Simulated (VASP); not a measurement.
The system is Ti.

```
Ti
1.0
    -1.64100    1.64100    1.64100
     1.64100   -1.64100    1.64100
     1.64100    1.64100   -1.64100
Ti
1
Cartesian
  0.0000 0.0000 0.0000
```

* Program: VASP 6.6.1
* Task: relaxation of cell and atoms
* Functional: PBE
* Dispersion: D3(BJ)
* Potentials or basis: VASP PAW PBE potentials, release 64 (Ti_sv)
* Cutoff: 600 eV
* k mesh: 11 × 11 × 11
* Occupations: fermi-dirac, width 0.05 eV
* Spin: no spin polarisation

At the start: pressure -8.3 GPa; volume 17.68 Å³/atom.

Q: Where does the relaxation end?

A: Over 15 steps the energy falls by 39.9 meV/atom and the volume is 16.22 Å³/atom (-8.3 %); space group Im-3m (No. 229, to 0.05 Å).

Step by step:
| step | energy change (eV) | largest force (eV/Å) | pressure (GPa) | volume (Å³) |
| --- | --- | --- | --- | --- |
| 1 | 0.0000 | 0.0000 | -8.35 | 17.68 |
| 2 | -0.0241 | 0.0000 | 6.37 | 15.42 |
| 3 | -0.0399 | 0.0000 | 1.02 | 16.24 |
| 4 | -0.0394 | 0.0000 | -0.48 | 16.39 |
| 5 | -0.0396 | 0.0000 | -0.95 | 16.34 |
| 6 | -0.0398 | 0.0000 | -0.41 | 16.29 |
| 7 | -0.0398 | 0.0000 | -0.44 | 16.29 |
| 8 | -0.0398 | 0.0000 | -0.38 | 16.28 |
| 9 | -0.0398 | 0.0000 | -0.33 | 16.28 |
| 10 | -0.0398 | 0.0000 | -0.28 | 16.27 |
| 11 | -0.0398 | 0.0000 | -0.24 | 16.27 |
| 12 | -0.0398 | 0.0000 | -0.20 | 16.27 |
| 13 | -0.0399 | 0.0000 | -0.21 | 16.26 |
| 14 | -0.0399 | 0.0000 | -0.18 | 16.25 |
| 15 | -0.0399 | 0.0000 | 0.08 | 16.22 |

Final structure:
```
Ti
1.0
    -1.59453    1.59453    1.59453
     1.59453   -1.59453    1.59453
     1.59453    1.59453   -1.59453
Ti
1
Direct
  0.00000 0.00000 0.00000
```

Caveat: pairwise dispersion overbinds metals, which lowers pressure and volume.
